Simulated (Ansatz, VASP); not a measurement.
One calculation of PbSe, two programs

The input INCAR:

```
PREC = Accurate
ENCUT = 520
EDIFF = 1E-6
ISMEAR = -1
SIGMA = 0.05
LREAL = F
LASPH = T
NELM = 150
ALGO = Normal
ISIF = 2
LWAVE = F
LCHARG = T
LNONCOLLINEAR = T
MAGMOM = 0 0 0 0 0 0
LORBIT = 11
LSORBIT = T
GGA_COMPAT = F
LORBMOM = T
GGA = PS
LVHAR = T
NBANDS = 32
```

KPOINTS

```
regular mesh
0
Gamma
  5 5 5
```

Contents of POSCAR:

```
PbSe
1.0
    3.7843220000      0.0000000000      0.0000000000
    0.0000000000      3.7843220000      0.0000000000
    0.0000000000      0.0000000000      3.7843220000
Pb Se
1 1
Direct
    0.0000000000      0.0000000000      0.0000000000
    0.5000000000      0.5000000000      0.5000000000
```

File input.yaml:

```yaml
crystal:
  lattice:
    - [3.784322, 0.0, 0.0]
    - [0.0, 3.784322, 0.0]
    - [0.0, 0.0, 3.784322]
  atoms:
    - { symbol: Pb, position: [0.0, 0.0, 0.0] }
    - { symbol: Se, position: [0.5, 0.5, 0.5] }
hamiltonian:
  xc: pbesol
  pseudopotentials: { kind: paw_fr }
magnetization:
  noncollinear: true
  spin_orbit: true
kpoints:
  mp_grid: { grid: [5, 5, 5] }
  band_path:
    path:
      - [[0.0, 0.0, 0.0], [0.0, 0.5, 0.0], [0.5, 0.5, 0.0], [0.0, 0.0, 0.0], [0.5, 0.5, 0.5], [0.0, 0.5, 0.0]]
      - [[0.5, 0.5, 0.0], [0.5, 0.5, 0.5]]
    npoints: 14
scf:
  occupations: { method: fermi_dirac, width: 0.05 }
  n_extra_bands: 6
output:
  forces: true
  stress: true
  eigenvalues: true
  fatbands: true
```

Alike in both runs: functional PBEsol; k mesh 5 × 5 × 5; occupations fermi-dirac, width 0.05 eV; non-collinear spin, spin-orbit coupling.

|  | VASP | Ansatz |
| --- | --- | --- |
| version | VASP 6.6.1 | Ansatz 0.2.0 |
| potentials or method | VASP PAW PBE potentials, release 64 (Pb_d, Se) | Ansatz PAW |
| plane-wave cutoff (eV) | 520 | 420 |
| valence electrons in the cell | 20 | 30 |
| task | single point | band structure |

Ansatz gave:

```
pressure (GPa)           : -3.5
net moment per atom (μB) : 0.00
```

Task: Which values does VASP return?

Result: Pressure (GPa): -3.4; net moment per atom (μB): 0.00.

VASP's potentials were made for PBE, not for PBEsol. VASP's potentials hold 20 valence electrons a cell and Ansatz's 30, so a difference there can come from the potentials and not from the codes.
